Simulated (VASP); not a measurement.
A run of VASP 6.6.1:

Contents of INCAR:

```
SYSTEM = GaN
  PREC = Accurate
  ENCUT = 520
  EDIFF = 1E-6
  ISMEAR = 0
  SIGMA = 0.01
  LREAL = .False.
  LASPH = .True.
  NELM = 60
  ALGO = Normal
  ISIF = 2
  LWAVE = .False.
  LCHARG = .True.
  GGA = PE
  LELF = .True.
  LVHAR = .True.
  NBANDS = 16
```

KPOINTS

```
regular mesh
0
Gamma
  6 6 6
  0 0 0
```

POSCAR

```
GaN
1.0
    0.0326554308      2.2478736862      2.2478736862
    2.2478736862      0.0326554308      2.2478736862
    2.2478736862      2.2478736862      0.0326554308
Ga N
1 1
Direct
    0.0011432943      0.0011432943      0.0011432943
    0.2488567057      0.2488567057      0.2488567057
```

Potentials or basis: VASP PAW PBE potentials, release 64 (Ga_d, N).

Launch:

```bash
$ cat potpaw_PBE.64/Ga_d/POTCAR potpaw_PBE.64/N/POTCAR > POTCAR
$ mpirun -np 1 vasp_std > vasp.out
```

Hardware: 1 thread of Intel(R) Xeon(R) Platinum 8259CL CPU @ 2.50GHz (Skylake/Cascade Lake), on a shared host.

Problem. How long does it take, and how much memory?

Solution. It took 8.4 s on 1 thread of Intel(R) Xeon(R) Platinum 8259CL CPU @ 2.50GHz (Skylake/Cascade Lake) (shared host), peak memory 0.14 GiB. Counts: scf iterations 13, k points 32.
